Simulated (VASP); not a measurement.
A run of VASP 6.6.1 is set up as follows.

File INCAR:

```
PREC = Accurate
ENCUT = 500
EDIFF = 1E-6
ISMEAR = 0
SIGMA = 0.05
LREAL = F
LASPH = T
NELM = 200
ALGO = Normal
ISIF = 2
LWAVE = F
LCHARG = T
ISPIN = 2
MAGMOM = 1 1 1 1 0 0 0 0
LORBIT = 11
LMAXMIX = 4
GGA = PE
LVHAR = T
NBANDS = 46
GGA_COMPAT = F
KPAR = 4
```

Contents of KPOINTS:

```
regular mesh
0
Gamma
  10 10 4
```

File POSCAR:

```
TaAs
1.0
    3.4627055897      0.0000000000      0.0000000000
    0.0000000000      3.4627055897      0.0000000000
    0.0000000000      0.0000000000     11.7361814057
Ta As
4 4
Direct
    0.5000000000      0.0000000000      0.5001693557
    0.0000000000      0.0000000000      0.7501693557
    1.0000000000      0.5000000000      1.0001693557
    0.5000000000      0.5000000000      1.2501693557
    0.5000000000      0.0000000000      0.0824300643
    0.0000000000      0.0000000000      0.3324300643
    1.0000000000      0.5000000000      0.5824300643
    0.5000000000      0.5000000000      0.8324300643
```

Potentials or basis: VASP PAW PBE potentials, release 64 (Ta_pv, As).

Run with:

```sh
$ cat potpaw_PBE.64/Ta_pv/POTCAR potpaw_PBE.64/As/POTCAR > POTCAR
$ mpirun -np 4 vasp_std > vasp.out
```

(1) What does it give for the net moment?

(2) Estimate the band gap on the k mesh.

(3) Predict the pressure.

Answers

(1) 0.00 μB per cell.

(2) 0.09 eV.

(3) 0.5 GPa.

Caveat: spin-orbit coupling is left out, which moves the levels of the heavy elements.
